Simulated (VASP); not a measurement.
Input of a VASP 6.6.1 run:

INCAR

```
SYSTEM = Li2Pd
PREC = Accurate
ENCUT = 520
EDIFF = 1E-8
ISMEAR = -1
SIGMA = 0.08
LREAL = .False.
LASPH = .True.
NELM = 100
ALGO = Normal
ISIF = 2
LWAVE = .False.
LCHARG = .False.
GGA = CA
LEFG = .True.
NBANDS = 15
```

Contents of KPOINTS:

```
regular mesh
0
Gamma
  11 11 15
  0 0 0
```

File POSCAR:

```
Li2Pd
1.0
    4.1404167863      0.0000000000      0.0000000000
   -2.0702083932      3.5857061193      0.0000000000
    0.0000000000      0.0000000000      2.6761312904
Li Pd
2 1
Direct
    0.3333333333      0.6666666667      0.5000000000
    0.6666666667      0.3333333333      0.5000000000
    0.0000000000      0.0000000000      0.0000000000
```

Potentials or basis: VASP PAW LDA potentials, release 64 (Li_sv, Pd).

The run is started by

```console
$ cat potpaw_LDA.64/Li_sv/POTCAR potpaw_LDA.64/Pd/POTCAR > POTCAR
$ mpirun -np 1 vasp_std > vasp.out
```

Problem. Predict the band gap on the k mesh.

Solution. Zero (bands 8 and 9 overlap by 2.34 eV).

Electric field gradients, principal values (V/Å²):
```
atom   least  middle  greatest (by size)
1 Li  -0.005  -0.011               0.016
2 Li  -0.005  -0.011               0.016
3 Pd  47.407  47.410             -94.817
```

Caveat: without QUAD_EFG the Cq values of the log hold for a quadrupole moment of 1 mb, not for the nuclei.
